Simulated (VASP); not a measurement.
Runs of VASP 6.6.1 on K2S. The structure is that of space group Fm-3m (No. 225), or close to it. The cells are those of the table. 

| level | cell | gap on the mesh (eV) | pressure (GPa) |
| --- | --- | --- | --- |
| PBE | a = 5.242 Å, angles 60.0°, 3 atoms | (b) | 0.4 |
| PBE+D4 | a = 5.277 Å, angles 60.0°, 3 atoms | 2.32 | -0.4 |
| PBE | a = 5.206 Å, angles 60.0°, 3 atoms | 2.42 | (c) |
| PBE | a = 5.277 Å, angles 60.0°, 3 atoms | 2.32 | 0.0 |
| PBE | a = 5.312 Å, angles 60.0°, 3 atoms | (a) | -0.3 |

Alike in all rows: task single point; potentials or basis VASP PAW PBE potentials, release 64 (K_sv, S); no spin polarisation; k mesh 8 × 8 × 8; cutoff (eV) 500; smearing gaussian 0.05 eV.

Question: Estimate the missing entries.

Answer: (a) 2.27; (b) 2.37; (c) 0.8.

A k mesh can miss the band edges.
